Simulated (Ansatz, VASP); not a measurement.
**One calculation of TiO2, two programs**

```xyz
6
Lattice="-1.8511 1.8511 4.9434 1.8511 -1.8511 4.9434 1.8511 1.8511 -4.9434" Properties=species:S:1:pos:R:3 pbc="T T T"
Ti    0.0000    1.8511    2.4717
Ti    0.0000    0.0000    0.0000
O     0.0000    1.8511    0.4600
O     0.0000    0.0000    7.8751
O     0.0000    0.0000    2.0116
O     0.0000    1.8511    4.4833
```

Change from the starting cell: epitaxial_xy strain -2.0%.

Alike in both runs: task single point; functional r2SCAN; k mesh 10 × 10 × 10; no spin polarisation.

```csv
,VASP,Ansatz
version,VASP 6.6.1,Ansatz 0.2.0
potentials or method,"VASP PAW PBE potentials, release 64 (Ti_sv, O)","plane waves, PAW"
plane-wave cutoff (eV),520,500
occupations,"gaussian, width 0.01 eV",fixed
valence electrons in the cell,48,48
```

Ansatz gave:

```
gap on the k mesh at the Fermi level (eV)                     : 2.76
pressure (GPa)                                                : 3.9
traceless stress, the component that is largest in VASP (GPa) : -3.90
rms of the force components (eV/Å)                            : 0.000
```

Q: Which values does VASP return?

A: gap on the k mesh at the Fermi level (eV): 2.78; pressure (GPa): 5.2; traceless stress, the component that is largest in VASP (GPa): -4.25; rms of the force components (eV/Å): 0.008.

VASP's potentials were made for PBE, not for r2SCAN. Atom by atom the forces differ by 0.008 eV/Å (rms over components).
